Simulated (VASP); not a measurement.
# Be7S (Amm2) in VASP: notebook, part 2 of 2

VASP 6.6.1.

**4. Single point, PBE**

File INCAR:

```
PREC = Accurate
ENCUT = 600
EDIFF = 1E-6
ISMEAR = 0
SIGMA = 0.1
LREAL = False
LASPH = True
NELM = 120
ALGO = Normal
ISIF = 2
LWAVE = False
LCHARG = False
GGA = PE
NBANDS = 20
GGA_COMPAT = False
```

File KPOINTS:

```
Automatic mesh
0
Gamma
  4 6 6
```

File POSCAR:

```
Be7S
1.0
    6.7356639203      0.0000000000      0.0000000000
    0.0000000000      2.1929568382      2.6526958661
    0.0000000000     -2.1929568382      2.6526958661
Be S
7 1
Direct
    0.5000000000      0.7640507343      0.7640507343
    0.5000000000      0.2199426578      0.2199426578
    0.7003480504      0.7328276284      0.2513402377
    0.2996519496      0.7328276284      0.2513402377
    0.2996519496      0.2513402377      0.7328276284
    0.7003480504      0.2513402377      0.7328276284
    0.0000000000      0.5760255290      0.5760255290
    0.0000000000      0.9715909221      0.9715909221
```

Potentials or basis: VASP PAW PBE potentials, release 64 (Be, S).

Command:

```
cat potpaw_PBE.64/Be/POTCAR potpaw_PBE.64/S/POTCAR > POTCAR
mpirun -np 1 vasp_std > vasp.out
```

OUTCAR:

```text
PREC = Accurate
   ENCUT = 600
   EDIFF = 1E-6
   ISMEAR = 0
   LREAL = False
   LASPH = True
   NELM = 120
   ISIF = 2
   GGA = PE

 ion  position               nearest neighbor table
   1  0.500  0.764  0.764-   3 2.14   4 2.14   5 2.14   6 2.14   2 2.21   2 2.21   4 2.24   3 2.24
                             5 2.24   6 2.24
   2  0.500  0.220  0.220-   3 2.14   4 2.14   5 2.14   6 2.14   1 2.21   1 2.21   4 2.24   3 2.24
                             5 2.24   6 2.24
   3  0.700  0.733  0.251-   6 2.11   2 2.14   1 2.14   1 2.24   2 2.24   6 2.27   8 2.32   7 2.32

   4  0.300  0.733  0.251-   5 2.11   2 2.14   1 2.14   1 2.24   2 2.24   5 2.27   8 2.32   7 2.32

   5  0.300  0.251  0.733-   4 2.11   2 2.14   1 2.14   1 2.24   2 2.24   4 2.27   8 2.32   7 2.32

   6  0.700  0.251  0.733-   3 2.11   2 2.14   1 2.14   1 2.24   2 2.24   3 2.27   8 2.32   7 2.32

   7  0.000  0.576  0.576-   8 2.10   8 2.26   8 2.26   6 2.32   3 2.32   4 2.32   5 2.32
   8  0.000  0.972  0.972-   7 2.10   7 2.26   7 2.26   4 2.32   5 2.32   6 2.32   3 2.32

  LATTYP: Found a base centered orthorhombic cell.
 ALAT       =     4.3859136764
[... 202 lines left out ...]

 k-point     1 :       0.0000    0.0000    0.0000
  band No.  band energies     occupation
      1      -9.2709      2.00000
      2      -3.1066      2.00000
      3      -2.2256      2.00000
      4       1.4161      2.00000
      5       2.9955      2.00000
      6       3.1594      2.00000
[... 541 lines left out ...]
     19      13.4377      0.00000
     20      14.4864      0.00000

 [... further k-points ...]

------------------------ aborting loop because EDIFF is reached ----------------------------------------

  FORCE on cell =-STRESS in cart. coord.  units (eV):
  Direction    XX          YY          ZZ          XY          YZ          ZX
  --------------------------------------------------------------------------------------
  -------------------------------------------------------------------------------------
  Total        0.0291820      0.0884814      0.0705534      0.0000000      0.0000000      0.0000000
  in kB        0.5966204      1.8089835      1.4424497      0.0000000      0.0000000      0.0000000
  external PRESSURE =       1.2826845 kB  Pullay stress =       0.0000000 kB

 VOLUME and BASIS-vectors are now :
 -----------------------------------------------------------------------------
  energy-cutoff  :      600.00
  volume of cell :       78.37
      direct lattice vectors                 reciprocal lattice vectors
     6.735663920  0.000000000  0.000000000     0.148463464  0.000000000  0.000000000
     0.000000000  2.192956838  2.652695866     0.000000000  0.228002663  0.188487495
     0.000000000 -2.192956838  2.652695866     0.000000000 -0.228002663  0.188487495

 POSITION                                       TOTAL-FORCE (eV/Angst)
 -----------------------------------------------------------------------------------
      3.36783      0.00000      4.05359         0.000000     -0.000000      0.008226
      3.36783      0.00000      1.16688         0.000000     -0.000000     -0.012313
      4.71731      1.05588      2.61070         0.003914      0.000221      0.001227
      2.01835      1.05588      2.61070        -0.003914      0.000221      0.001227
      2.01835     -1.05588      2.61070        -0.003914     -0.000221      0.001227
      4.71731     -1.05588      2.61070         0.003914     -0.000221      0.001227
      0.00000      0.00000      3.05604         0.000000     -0.000000     -0.018523
      0.00000      0.00000      5.15467         0.000000     -0.000000      0.017701
 -----------------------------------------------------------------------------------
    total drift:                               -0.000000     -0.000000     -0.000043

  FREE ENERGIE OF THE ION-ELECTRON SYSTEM (eV)
  ---------------------------------------------------
  free  energy   TOTEN  =       -29.4244098044 eV

  energy  without entropy=      -29.4175683217  energy(sigma->0) =      -29.42098906
```

OSZICAR:

```text
N       E                     dE             d eps       ncg     rms          rms(c)
DAV:   1     0.326345896095E+02    0.32635E+02   -0.85512E+03  1560   0.941E+02
DAV:   2    -0.282263558358E+02   -0.60861E+02   -0.57938E+02  2012   0.166E+02
DAV:   3    -0.314816282946E+02   -0.32553E+01   -0.32035E+01  2164   0.315E+01
DAV:   4    -0.315203879281E+02   -0.38760E-01   -0.38676E-01  2020   0.390E+00
DAV:   5    -0.315208368532E+02   -0.44893E-03   -0.44884E-03  2040   0.438E-01    0.902E+00
DAV:   6    -0.294967707674E+02    0.20241E+01   -0.47412E+00  1916   0.111E+01    0.585E+00
DAV:   7    -0.294512758542E+02    0.45495E-01   -0.71788E-01  2024   0.403E+00    0.391E+00
DAV:   8    -0.294295460248E+02    0.21730E-01   -0.89273E-02  1928   0.161E+00    0.297E-01
DAV:   9    -0.294244688584E+02    0.50772E-02   -0.20881E-02  2024   0.754E-01    0.134E-01
DAV:  10    -0.294244213797E+02    0.47479E-04   -0.25489E-03  1832   0.253E-01    0.484E-02
DAV:  11    -0.294244172629E+02    0.41168E-05   -0.66078E-05  2120   0.579E-02    0.361E-02
DAV:  12    -0.294244092332E+02    0.80297E-05   -0.36189E-05  1884   0.268E-02    0.114E-02
DAV:  13    -0.294244098044E+02   -0.57120E-06   -0.45392E-06  1920   0.111E-02
   1 F= -.29424410E+02 E0= -.29420989E+02  d E =-.684148E-02
```

stdout:

```text
POSCAR found type information on POSCAR BeS
 POSCAR found :  2 types and       8 ions
 scaLAPACK will be used
 LDA part: xc-table for (Slater+PW92), standard interpolation
 POSCAR, INCAR and KPOINTS ok, starting setup
 FFT: planning ... GRIDC
 FFT: planning ... GRID_SOFT
 FFT: planning ... GRID
 WAVECAR not read
 entering main loop
```

It took 64 s on 1 thread of Intel Xeon 8259CL, shared host; peak memory 0.22 GiB.

What came out:

| Property | Result |
| --- | --- |
| Free energy | -29.4244 eV |
| Pressure | 0.1 GPa |
| Largest force | 0.019 eV/Å |
| Band gap on the k mesh | zero (bands 10 and 11 overlap by 2.56 eV) |

Forces on the atoms (eV/Å):
```
Be   0.000  0.000  0.008
Be   0.000  0.000 -0.012
Be   0.004  0.000  0.001
Be  -0.004  0.000  0.001
Be  -0.004  0.000  0.001
Be   0.004  0.000  0.001
Be   0.000  0.000 -0.019
S    0.000  0.000  0.018
```

Stress tensor (GPa, compression positive):
```
0.06 0.00 0.00
0.00 0.18 0.00
0.00 0.00 0.14
```

**5. Summary**

| task | level | cell | k mesh | cutoff (eV) | gap on the mesh (eV) | pressure (GPa) | largest force (eV/Å) |
| --- | --- | --- | --- | --- | --- | --- | --- |
| relaxation of cell and atoms | PBE | relaxed from a = 6.736, b = 3.442, c = 3.442 Å, angles 79.2, 90.0, 90.0°, 8 atoms, atomic positions A | 6 × 10 × 10 | 600 | none | 0.0 | 0.01 |
| single point | r2SCAN | a = 6.785, b = 3.433, c = 3.433 Å, angles 79.3, 90.0, 90.0°, 8 atoms, atomic positions B | 6 × 10 × 10 | 520 | none | 0.4 | 0.04 |
| single point | PBE | a = 6.736, b = 3.442, c = 3.442 Å, angles 79.2, 90.0, 90.0°, 8 atoms, atomic positions A | 4 × 6 × 6 | 600 | none | 0.1 | 0.02 |

Alike in all rows: potentials or basis VASP PAW PBE potentials, release 64 (Be, S); no spin polarisation; smearing gaussian 0.1 eV.

Caveats: the PAW data sets were made with another functional, which shifts forces and pressure a little (at least some runs).

Absolute energies hang on the potentials; compare differences alone.
